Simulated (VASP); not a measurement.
A run of VASP 6.6.1 is set up as follows.

Contents of INCAR:

```
  PREC = Accurate
  ENCUT = 520
  EDIFF = 1E-6
  ISMEAR = 0
  SIGMA = 0.15
  LREAL = False
  LASPH = True
  NELM = 60
  ALGO = Normal
  ISIF = 2
  LWAVE = False
  LCHARG = False
  GGA = PS
  NBANDS = 11
```

File KPOINTS:

```
regular mesh
0
Gamma
  18 18 18
```

POSCAR

```
Hf
1.0
    0.0000000000      2.3088000000      2.1312000000
    2.3088000000      0.0000000000      2.1312000000
    2.3088000000      2.3088000000      0.0000000000
Hf
1
Direct
    0.0000000000      0.0000000000      0.0000000000
```

Potentials or basis: VASP PAW PBE potentials, release 64 (Hf_pv).

Command:

```sh
$ cat potpaw_PBE.64/Hf_pv/POTCAR > POTCAR
$ mpirun -np 1 vasp_std > vasp.out
```

Task: What does it give for the band gap on the k mesh?

Result: Zero (bands 5 and 6 overlap by 1.92 eV).

Task: Estimate the pressure.

Result: -5.6 GPa.

Stress tensor (GPa, compression positive):
```
-6.76  0.00  0.00
 0.00 -6.76  0.00
 0.00  0.00 -3.15
```

Caveat: the cell differs from its parent crystal (strain +0.040 along x and y, -0.040 along z); the cell stands under tension; the PAW data sets were made with another functional, which shifts forces and pressure a little; spin-orbit coupling is left out, which moves the levels of the heavy elements.
